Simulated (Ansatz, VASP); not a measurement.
## One calculation of ScSi2, two programs

```
CELL_PARAMETERS angstrom
4.03874 0.00000 0.00000
-2.01937 3.49765 0.00000
0.00000 0.00000 3.59613
ATOMIC_POSITIONS crystal
Sc 0.00000 0.00000 0.00000
Si 0.33333 0.66667 0.50000
Si 0.66667 0.33333 0.50000
```

Alike in both runs: task electric field gradients; functional r2SCAN; k mesh 12 × 12 × 11; occupations fermi-dirac, width 0.05 eV; no spin polarisation.

|  | VASP | Ansatz |
| --- | --- | --- |
| version | VASP 6.6.1 | Ansatz 0.2.0 |
| potentials or method | VASP PAW PBE potentials, release 64 (Sc_sv, Si) | PAW with Ansatz's default frozen-core files, scalar-relativistic |
| plane-wave cutoff (eV) | 520 | 500 |
| valence electrons in the cell | 19 | 19 |

|  | VASP | Ansatz | Ansatz less VASP |
| --- | --- | --- | --- |
| pressure (GPa) | -0.9 | -1.1 | -0.19 |
| traceless stress, the component that is largest in VASP (GPa) | 2.02 | 1.88 | -0.136 |
| size of Vzz on the site where it differs most (V/Å²) | 20.1 | 18.9 | -1.24 |

VASP's potentials were made for PBE, not for r2SCAN.
